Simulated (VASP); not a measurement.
# AgCl in VASP: further runs

AgCl is run at these levels: PBEsol; tasks: single point.

Program: VASP 6.6.1. These are calculated values, not measurements. Logs are shortened: lines on timing, memory, paths and dates and some standing lists are left out, and cuts for length are marked.

**1. The cell of the first run**

It takes space group R-3m (No. 166, trigonal). The conventional cell has a = 4.905 Å, b = 4.905 Å, c = 5.829 Å, α = 90.00°, β = 90.00°, γ = 120.00°. Ag (site symmetry -3m) has 8 Cl at 2.91 to 2.99 Å and 6 Ag at 3.43 Å within 3.8 Å. Cl (site symmetry -3m) has 8 Ag at 2.91 to 2.99 Å and 6 Cl at 3.43 Å within 3.8 Å.

**2. Single point, PBEsol (equal xy, yz and zx shear strains of -2 %)**

Contents of INCAR:

```
ALGO = Normal
EDIFF = 1E-7
ENCUT = 520
GGA = PS
ISIF = 2
ISMEAR = -1
LASPH = True
LCHARG = False
LREAL = False
LWAVE = False
NBANDS = 16
NELM = 60
PREC = Accurate
SIGMA = 0.01
```

Contents of KPOINTS:

```
k-points
0
Gamma
  9 9 9
```

Contents of POSCAR:

```
AgCl
1.0
    3.4339730000     -0.0343397300     -0.0343397300
   -0.0343397300      3.4339730000     -0.0343397300
   -0.0343397300     -0.0343397300      3.4339730000
Ag Cl
1 1
Direct
    0.0000000000      0.0000000000      0.0000000000
    0.5000000000      0.5000000000      0.5000000000
```

Potentials or basis: VASP PAW PBE potentials, release 64 (Ag, Cl).

On the command line:

```
> cat potpaw_PBE.64/Ag/POTCAR potpaw_PBE.64/Cl/POTCAR > POTCAR
> mpirun -np 1 vasp_std > vasp.out
```

OUTCAR:

```text
EDIFF = 1E-7
   ENCUT = 520
   GGA = PS
   ISIF = 2
   ISMEAR = -1
   LASPH = True
   LREAL = False
   NELM = 60
   PREC = Accurate

 ion  position               nearest neighbor table
   1  0.000  0.000  0.000-   2 2.91   2 2.91   2 2.99   2 2.99   2 2.99   2 2.99   2 2.99   2 2.99

   2  0.500  0.500  0.500-   1 2.91   1 2.91   1 2.99   1 2.99   1 2.99   1 2.99   1 2.99   1 2.99

  LATTYP: Found a trigonal (rhomboedric) cell.
 ALAT       =     3.4343163801
 COS(alpha) =    -0.0198960208

  Lattice vectors:

 A1 = (   3.4339730000,  -0.0343397300,  -0.0343397300)
 A2 = (  -0.0343397300,   3.4339730000,  -0.0343397300)
 A3 = (  -0.0343397300,  -0.0343397300,   3.4339730000)

Analysis of symmetry for initial positions (statically):
=====================================================================
 Subroutine PRICEL returns:
 Original cell was already a primitive cell.

 Routine SETGRP: Setting up the symmetry group for a
 trigonal (rhombohedral) supercell.

 Subroutine GETGRP returns: Found 12 space group operations
 (whereof 12 operations were pure point group operations)
 out of a pool of 12 trial point group operations.

The static configuration has the point symmetry D_3d.

Analysis of symmetry for dynamics (positions and initial velocities):
=====================================================================
 Subroutine PRICEL returns:
 Original cell was already a primitive cell.

 Routine SETGRP: Setting up the symmetry group for a
 trigonal (rhombohedral) supercell.

 Subroutine GETGRP returns: Found 12 space group operations
 (whereof 12 operations were pure point group operations)
 out of a pool of 12 trial point group operations.

The dynamic configuration has the point symmetry D_3d.

 Subroutine INISYM returns: Found 12 space group operations
 (whereof 12 operations are pure point group operations),
 and found     1 'primitive' translations

----------------------------------------------------------------------------------------

                                     Primitive cell

  volume of cell :      40.4818

  direct lattice vectors                    reciprocal lattice vectors
     3.433973000 -0.034339730 -0.034339730     0.291266723  0.002942088  0.002942088
    -0.034339730  3.433973000 -0.034339730     0.002942088  0.291266723  0.002942088
    -0.034339730 -0.034339730  3.433973000     0.002942088  0.002942088  0.291266723

  length of vectors
     3.434316380  3.434316380  3.434316380     0.291296439  0.291296439  0.291296439

  position of ions in fractional coordinates (direct lattice)
     0.000000000  0.000000000  0.000000000
     0.500000000  0.500000000  0.500000000

  ion indices of the primitive-cell ions
   primitive index   ion index
                 1           1
                 2           2

----------------------------------------------------------------------------------------

 KPOINTS: k-points

Automatic generation of k-mesh.
 Grid dimensions read from file:
 generate k-points for:    9    9    9

 Generating k-lattice:

  Cartesian coordinates                     Fractional coordinates (reciprocal lattice)
     0.032362969  0.000326899  0.000326899     0.111111111 -0.000000000  0.000000000
     0.000326899  0.032362969  0.000326899    -0.000000000  0.111111111  0.000000000
     0.000326899  0.000326899  0.032362969     0.000000000  0.000000000  0.111111111

  Length of vectors
     0.032366271  0.032366271  0.032366271

  Shift w.r.t. Gamma in fractional coordinates (k-lattice)
     0.000000000  0.000000000  0.000000000

 Subroutine IBZKPT returns following result:
 ===========================================

 Found     85 irreducible k-points:

 Following reciprocal coordinates:
            Coordinates               Weight
  0.000000  0.000000  0.000000      1.000000
  0.111111  0.000000  0.000000      6.000000
  0.222222  0.000000  0.000000      6.000000
  0.333333 -0.000000  0.000000      6.000000
  0.444444  0.000000  0.000000      6.000000
  0.111111  0.111111 -0.000000      6.000000
[... 16 lines left out ...]
 -0.333333  0.333333  0.000000      6.000000
  0.444444  0.444444  0.000000      6.000000
 [... further k-points ...]
   k-points           NKPTS =     85   k-points in BZ     NKDIM =     85   number of bands    NBANDS=     16
   number of dos      NEDOS =    301   number of ions     NIONS =      2
   total plane-waves  NPLWV =  21952
   dimension x,y,z NGX =    28 NGY =   28 NGZ =   28
   dimension x,y,z NGXF=    56 NGYF=   56 NGZF=   56
   ions per type =               1   1
   NGX,Y,Z   is equivalent  to a cutoff of  13.55, 13.55, 13.55 a.u.
   NGXF,Y,Z  is equivalent  to a cutoff of  27.11, 27.11, 27.11 a.u.
 SYSTEM =  unknown system
   PREC   = accura    normal or accurate (medium, high low for compatibility)
   ISTART =      0    job   : 0-new  1-cont  2-samecut
   ICHARG =      2    charge: 1-file 2-atom 10-const
   ISPIN  =      1    spin polarized calculation?
   LNONCOLLINEAR =      F non collinear calculations
   LSORBIT =      F    spin-orbit coupling
   LASPH  =      T    aspherical Exc in radial PAW
   ENCUT  =  520.0 eV  38.22 Ry    6.18 a.u.   6.39  6.39  6.39*2*pi/ulx,y,z
   NELM   =     60;   NELMIN=  2; NELMDL= -5     # of ELM steps
   EDIFF  = 0.1E-06   stopping-criterion for ELM
   LREAL  =      F    real-space projection
   EDIFFG = 0.1E-05   stopping-criterion for IOM
   NSW    =      0    number of steps for IOM
   IBRION =     -1    ionic relax: 0-MD 1-quasi-New 2-CG
   NFREE  =      0    steps in history (QN), initial steepest desc. (CG)
   ISIF   =      2    stress and relaxation
   ISYM   =      2    0-nonsym 1-usesym 2-fastsym
   POTIM  = 0.5000    time-step for ionic-motion
   TEBEG  =    0.0;   TEEND  =   0.0 temperature during run
   PSTRESS=    0.0 pullay stress
   NELECT =      18.0000    total number of electrons
   NUPDOWN=      -1.0000    fix difference up-down
   EMIN   =  10.00;   EMAX   =-10.00  energy-range for DOS
   EFERMI =   0.00;   METHOD = LEGACY
   ISMEAR =    -1;   SIGMA  =   0.01  broadening in eV -4-tet -1-fermi 0-gaus
   EFERMI_NEDOS =   21; number of points for ismear=-14 and -15
   IALGO  =     38    algorithm
   IMIX   =      4    mixing-type and parameters
     AMIX     =   0.40;   BMIX     =  1.00
     AMIX_MAG =   1.60;   BMIX_MAG =  1.00
[... 32 lines left out ...]
 Fermi energy:         4.0229078465

 k-point     1 :       0.0000    0.0000    0.0000
  band No.  band energies     occupation
      1     -10.7833      2.00000
      2       1.0375      2.00000
      3       1.0375      2.00000
      4       1.9697      2.00000
      5       2.0039      2.00000
      6       2.0039      2.00000
[... 8 lines left out ...]
     15      17.5791      0.00000
     16      20.1529      0.00000

 k-point     2 :       0.1111    0.0000    0.0000
  band No.  band energies     occupation
      1     -10.7326      2.00000
      2       0.8761      2.00000
      3       1.0540      2.00000
      4       1.6190      2.00000
      5       1.7118      2.00000
      6       1.8606      2.00000
[... 8 lines left out ...]
     15      17.0665      0.00000
     16      20.1031      0.00000

 k-point     3 :       0.2222    0.0000    0.0000
  band No.  band energies     occupation
      1     -10.5988      2.00000
      2       0.0893      2.00000
      3       1.0939      2.00000
      4       1.2499      2.00000
      5       1.3806      2.00000
      6       1.8379      2.00000
[... 8 lines left out ...]
     15      17.1792      0.00000
     16      19.9766      0.00000

 k-point     4 :       0.3333   -0.0000    0.0000
  band No.  band energies     occupation
      1     -10.4360      2.00000
      2      -0.7542      2.00000
      3       0.9845      2.00000
      4       1.0934      2.00000
      5       1.1879      2.00000
      6       2.0261      2.00000
[... 8 lines left out ...]
     15      18.7503      0.00000
     16      19.8356      0.00000

 k-point     5 :       0.4444    0.0000    0.0000
  band No.  band energies     occupation
      1     -10.3227      2.00000
      2      -1.2441      2.00000
      3       0.8465      2.00000
      4       0.9904      2.00000
      5       1.1969      2.00000
      6       2.0401      2.00000
[... 8 lines left out ...]
     15      19.4318      0.00000
     16      19.7450      0.00000

 k-point     6 :       0.1111    0.1111   -0.0000
  band No.  band energies     occupation
      1     -10.6817      2.00000
      2       0.8269      2.00000
      3       0.9215      2.00000
      4       1.3168      2.00000
      5       1.5570      2.00000
      6       1.9676      2.00000
[... 8 lines left out ...]
     15      17.4034      0.00000
     16      19.4426      0.00000

 k-point     7 :       0.2222    0.1111    0.0000
  band No.  band energies     occupation
      1     -10.5512      2.00000
      2       0.0935      2.00000
      3       0.9191      2.00000
      4       1.2261      2.00000
      5       1.3837      2.00000
      6       1.9539      2.00000
[... 8 lines left out ...]
     15      17.6672      0.00000
     16      19.1684      0.00000

 k-point     8 :       0.3333    0.1111    0.0000
  band No.  band energies     occupation
      1     -10.3945      2.00000
      2      -0.6799      2.00000
      3       0.8730      2.00000
      4       1.0821      2.00000
      5       1.2891      2.00000
      6       1.9773      2.00000
[... 8 lines left out ...]
     15      18.9370      0.00000
     16      19.1966      0.00000

 k-point     9 :       0.4444    0.1111   -0.0000
  band No.  band energies     occupation
      1     -10.2873      2.00000
      2      -1.1317      2.00000
      3       0.8118      2.00000
      4       1.0044      2.00000
      5       1.2525      2.00000
      6       1.9965      2.00000
[... 8 lines left out ...]
     15      19.2611      0.00000
     16      19.9056      0.00000
[... 172 lines left out ...]
 k-point    19 :      -0.2222    0.2222    0.0000
  band No.  band energies     occupation
      1     -10.4423      2.00000
      2       0.0954      2.00000
      3       0.6712      2.00000
      4       1.3380      2.00000
      5       1.3381      2.00000
      6       1.8648      2.00000
[... 8 lines left out ...]
     15      18.0735      0.00000
     16      18.4937      0.00000

 k-point    20 :       0.3333    0.3333    0.0000
  band No.  band energies     occupation
      1     -10.1719      2.00000
      2      -0.2758      2.00000
      3       0.3433      2.00000
      4       1.3021      2.00000
      5       1.4436      2.00000
      6       1.7812      2.00000
[... 8 lines left out ...]
     15      17.7449      0.00000
     16      19.3771      0.00000

 k-point    21 :       0.4444    0.3333    0.0000
  band No.  band energies     occupation
      1     -10.0922      2.00000
      2      -0.3421      2.00000
      3       0.3641      2.00000
      4       1.3558      2.00000
      5       1.4420      2.00000
      6       1.7779      2.00000
[... 8 lines left out ...]
     15      17.7617      0.00000
     16      20.1282      0.00000

 k-point    22 :      -0.4444    0.3333    0.0000
  band No.  band energies     occupation
      1     -10.0957      2.00000
      2      -0.3189      2.00000
      3       0.3891      2.00000
      4       1.3759      2.00000
      5       1.4397      2.00000
      6       1.7755      2.00000
[... 8 lines left out ...]
     15      17.8386      0.00000
     16      20.1519      0.00000

 k-point    23 :      -0.3333    0.3333    0.0000
  band No.  band energies     occupation
      1     -10.1805      2.00000
      2      -0.2035      2.00000
      3       0.3815      2.00000
      4       1.3919      2.00000
      5       1.3983      2.00000
      6       1.7693      2.00000
[... 8 lines left out ...]
     15      17.8617      0.00000
     16      19.3762      0.00000

 k-point    24 :       0.4444    0.4444    0.0000
  band No.  band energies     occupation
      1     -10.0214      2.00000
      2       0.0564      2.00000
      3       0.1596      2.00000
      4       1.3176      2.00000
      5       1.6250      2.00000
      6       1.7150      2.00000
[... 8 lines left out ...]
     15      17.4165      0.00000
     16      19.6812      0.00000

 [... further k-points ...]
[... 5 lines left out ...]
  --------------------------------------------------------------------------------------
  -------------------------------------------------------------------------------------
  Total       -1.1764032     -1.1764032     -1.1764032     -0.0777093     -0.0777093     -0.0777093
  in kB      -46.5593938    -46.5593938    -46.5593938     -3.0755590     -3.0755590     -3.0755590
  external PRESSURE =     -46.5593938 kB  Pullay stress =       0.0000000 kB

 VOLUME and BASIS-vectors are now :
 -----------------------------------------------------------------------------
  energy-cutoff  :      520.00
  volume of cell :       40.48
      direct lattice vectors                 reciprocal lattice vectors
     3.433973000 -0.034339730 -0.034339730     0.291266723  0.002942088  0.002942088
    -0.034339730  3.433973000 -0.034339730     0.002942088  0.291266723  0.002942088
    -0.034339730 -0.034339730  3.433973000     0.002942088  0.002942088  0.291266723

 POSITION                                       TOTAL-FORCE (eV/Angst)
 -----------------------------------------------------------------------------------
      0.00000      0.00000      0.00000         0.000000     -0.000000      0.000000
      1.68265      1.68265      1.68265        -0.000000      0.000000      0.000000
 -----------------------------------------------------------------------------------
    total drift:                               -0.000000      0.000000      0.000000

  FREE ENERGIE OF THE ION-ELECTRON SYSTEM (eV)
  ---------------------------------------------------
  free  energy   TOTEN  =        -5.7674519383 eV

  energy  without entropy=       -5.7674519383  energy(sigma->0) =       -5.76745194
```

Run time: 35 s. Hardware: 1 thread of Intel Xeon 6975P-C, shared host; peak memory 0.19 GiB.

Results:

```yaml
Free_energy: -5.7675 eV
Pressure: -4.7 GPa
Band_gap_on_the_k_mesh: 0.39 eV, indirect (least direct gap 1.90 eV)
```

Levels at points of the mesh, in eV from the valence-band top:
```tsv
k point	band 5	band 6	band 7	band 8	band 9	band 10	band 11	band 12	band 13	band 14
(0.00, 0.00, 0.00)	-1.82	-1.82	-1.65	-1.51	-1.51	0.39	9.27	9.27	13.32	13.32
```

Caveat: the cell differs from its parent crystal (equal xy, yz and zx shear strains of -2 %); the PAW data sets were made with another functional, which shifts forces and pressure a little. A k mesh can miss the band edges.

**3. Single point, PBEsol (equal xy, yz and zx shear strains of +1 %)**

Contents of INCAR:

```
SYSTEM = AgCl
ALGO = Normal ; EDIFF = 1E-6
ENCUT = 520 ; GGA = PS
ISIF = 2 ; ISMEAR = -1
LASPH = .True. ; LCHARG = .True.
LELF = .True. ; LREAL = .False.
LVHAR = .True. ; LWAVE = .False.
NBANDS = 16 ; NELM = 80
PREC = Accurate ; SIGMA = 0.01
```

Contents of KPOINTS:

```
k-points
0
Gamma
  9 9 9
  0 0 0
```

Contents of POSCAR:

```
AgCl
1.0
    3.4339730000      0.0171698650      0.0171698650
    0.0171698650      3.4339730000      0.0171698650
    0.0171698650      0.0171698650      3.4339730000
Ag Cl
1 1
Direct
    0.0000000000      0.0000000000      0.0000000000
    0.5000000000      0.5000000000      0.5000000000
```

Potentials or basis: VASP PAW PBE potentials, release 64 (Ag, Cl).

On the command line:

```
> cat potpaw_PBE.64/Ag/POTCAR potpaw_PBE.64/Cl/POTCAR > POTCAR
> mpirun -np 1 vasp_std > vasp.out
```

Wall time 40 s (1 thread of Intel Xeon 6975P-C, shared host); peak memory 0.19 GiB.

Results (log left out):

* Free energy: -5.7654 eV
* Pressure: -4.7 GPa
* Band gap on the k mesh: 0.41 eV, indirect (least direct gap 1.89 eV)

Stress tensor (GPa, compression positive):
```
-4.68  0.15  0.15
 0.15 -4.68  0.15
 0.15  0.15 -4.68
```

Levels at points of the mesh, in eV from the valence-band top:
| k point | band 6 | band 7 | band 8 | band 9 | band 10 | band 11 | band 12 | band 13 |
| --- | --- | --- | --- | --- | --- | --- | --- | --- |
| (0.00, 0.00, 0.00) | -1.79 | -1.54 | -1.54 | -1.48 | 0.41 | 9.30 | 9.30 | 13.37 |

Caveat: the cell differs from its parent crystal (equal xy, yz and zx shear strains of +1 %); the PAW data sets were made with another functional, which shifts forces and pressure a little. A k mesh can miss the band edges.

**4. Single point, PBEsol (equal xy, yz and zx shear strains of +3 %)**

Contents of INCAR:

```
SYSTEM = AgCl
PREC = Accurate
ENCUT = 520
EDIFF = 1E-7
ISMEAR = -1
SIGMA = 0.01
LREAL = .False.
LASPH = .True.
NELM = 60
ALGO = Normal
ISIF = 2
LWAVE = .False.
LCHARG = .False.
GGA = PS
NBANDS = 16
```

Contents of KPOINTS:

```
regular mesh
0
Gamma
  9 9 9
  0 0 0
```

Contents of POSCAR:

```
AgCl
1.0
    3.4339730000      0.0515095950      0.0515095950
    0.0515095950      3.4339730000      0.0515095950
    0.0515095950      0.0515095950      3.4339730000
Ag Cl
1 1
Direct
    0.0000000000      0.0000000000      0.0000000000
    0.5000000000      0.5000000000      0.5000000000
```

On the command line:

```
> cat potpaw_PBE.64/Ag/POTCAR potpaw_PBE.64/Cl/POTCAR > POTCAR
> mpirun -np 1 vasp_std > vasp.out
```

It took 37 s on 1 thread of Intel Xeon 6975P-C, shared host; peak memory 0.19 GiB.

Results (log left out):

```
Free energy            : -5.7706 eV
Pressure               : -4.6 GPa
Band gap on the k mesh : 0.37 eV, indirect (least direct gap 1.83 eV)
```

Stress tensor (GPa, compression positive):
```
-4.62  0.45  0.45
 0.45 -4.62  0.45
 0.45  0.45 -4.62
```

Levels at points of the mesh, in eV from the valence-band top:
| k point | band 6 | band 7 | band 8 | band 9 | band 10 | band 11 | band 12 | band 13 |
| --- | --- | --- | --- | --- | --- | --- | --- | --- |
| (0.00, 0.00, 0.00) | -1.83 | -1.65 | -1.65 | -1.45 | 0.37 | 9.25 | 9.25 | 13.07 |

Caveat: the cell differs from its parent crystal (equal xy, yz and zx shear strains of +3 %); the PAW data sets were made with another functional, which shifts forces and pressure a little. A k mesh can miss the band edges.

**5. Single point, PBEsol (zz strain of -1 %)**

Contents of INCAR:

```
SYSTEM = AgCl
ALGO = Normal ; EDIFF = 1E-7
ENCUT = 520 ; GGA = PS
ISIF = 2 ; ISMEAR = -1
LASPH = .TRUE. ; LCHARG = .FALSE.
LREAL = .FALSE. ; LWAVE = .FALSE.
NBANDS = 16 ; NELM = 100
PREC = Accurate ; SIGMA = 0.01
```

Contents of KPOINTS:

```
k-points
0
G
  9 9 9
  0 0 0
```

Contents of POSCAR:

```
AgCl
1.0
    3.4339730000      0.0000000000      0.0000000000
    0.0000000000      3.4339730000      0.0000000000
    0.0000000000      0.0000000000      3.3996332700
Ag Cl
1 1
Direct
    0.0000000000      0.0000000000      0.0000000000
    0.5000000000      0.5000000000      0.5000000000
```

On the command line:

```
> cat potpaw_PBE.64/Ag/POTCAR potpaw_PBE.64/Cl/POTCAR > POTCAR
> mpirun -np 1 vasp_std > vasp.out
```

It used 86 s of CPU time on 1 thread of AMD EPYC 7R13 Processor (Zen 3) (shared host).

The run converged. Its results:

```
Free energy            : -5.7755 eV
Pressure               : -4.3 GPa
Band gap on the k mesh : 0.43 eV, indirect (least direct gap 1.90 eV)
```

Stress tensor (GPa, compression positive):
```
-4.46  0.00  0.00
 0.00 -4.46  0.00
 0.00  0.00 -3.98
```

Levels at points of the mesh, in eV from the valence-band top:
| k point | band 7 | band 8 | band 9 | band 10 | band 11 | band 12 |
| --- | --- | --- | --- | --- | --- | --- |
| (0.00, 0.00, 0.00) | -1.57 | -1.57 | -1.47 | 0.43 | 9.27 | 9.34 |

Caveat: the cell differs from its parent crystal (zz strain of -1 %); the PAW data sets were made with another functional, which shifts forces and pressure a little.

**6. Summary**

| cell | gap on the mesh (eV) | pressure (GPa) |
| --- | --- | --- |
| a = 3.434 Å, angles 91.1°, 2 atoms | 0.39 | -4.7 |
| a = 3.434 Å, angles 89.4°, 2 atoms | 0.41 | -4.7 |
| a = 3.435 Å, angles 88.3°, 2 atoms | 0.37 | -4.6 |
| a = 3.434, b = 3.434, c = 3.400 Å, 2 atoms | 0.43 | -4.3 |

Alike in all rows: task single point; level PBEsol; potentials or basis VASP PAW PBE potentials, release 64 (Ag, Cl); no spin polarisation; k mesh 9 × 9 × 9; cutoff (eV) 520; smearing fermi-dirac 0.01 eV.

Caveats: the PAW data sets were made with another functional, which shifts forces and pressure a little.

Total energies depend on the potentials used, so only differences within one code and one set of settings carry meaning.
